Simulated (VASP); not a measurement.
Here is a VASP 6.6.1 calculation.

INCAR

```
SYSTEM = PtS2
PREC     = Accurate       ! precision mode
ENCUT    = 520            ! plane-wave cutoff, eV
EDIFF    = 1E-6           ! SCF threshold, eV
ISMEAR   = 0              ! smearing method
SIGMA    = 0.05           ! smearing width, eV
LREAL    = .False.        ! projectors in reciprocal space
LASPH    = .True.         ! aspherical terms in the spheres
NELM     = 60             ! most SCF steps
ALGO     = Normal         ! electronic algorithm
ISIF     = 2              ! what is computed and relaxed
LWAVE    = .False.        ! write WAVECAR
LCHARG   = .False.        ! write CHGCAR
LDIPOL   = .True.       
IDIPOL   = 3            
DIPOL    = 0.5 0.5 0.416
GGA      = PE             ! functional
IVDW     = 12             ! dispersion correction
NBANDS   = 31             ! bands
```

The input KPOINTS:

```
regular mesh
0
Gamma
  9 9 1
  0 0 0
```

File POSCAR:

```
PtS2
1.0
    3.5415278079      0.0000000000      0.0000000000
   -1.7707639039      3.0670530498      0.0000000000
    0.0000000000      0.0000000000     22.4670615492
S Pt
4 2
Direct
    0.6666666667      0.3333333333      0.2002932155
    0.3333333333      0.6666666667      0.3108341854
    0.5555555556      0.4444444444      0.5218097057
    0.8888888889      0.1111111111      0.6323506756
    0.0000000000      0.0000000000      0.2555637004
    1.2222222222      0.7777777778      0.5770801906
```

Potentials or basis: VASP PAW PBE potentials, release 64 (S, Pt).

Command:

```bash
$ cat potpaw_PBE.64/S/POTCAR potpaw_PBE.64/Pt/POTCAR > POTCAR
$ mpirun -np 1 vasp_std > vasp.out
```

Predict the band gap on the k mesh.

1.77 eV (least direct gap 1.84 eV).

What does it give for the largest force?

0.043 eV/Å.

Predict the dispersion energy per atom.

-0.292 eV.

Forces in eV/Å, atoms in the order of the input:
```
S    0.000  0.000  0.043
S    0.000  0.000 -0.002
S    0.000  0.000  0.001
S    0.000  0.000 -0.043
Pt   0.001  0.000  0.024
Pt   0.000  0.000 -0.023
```

Caveat: the cell differs from its parent crystal (layers slid over each other); spin-orbit coupling is left out, which moves the levels of the heavy elements.
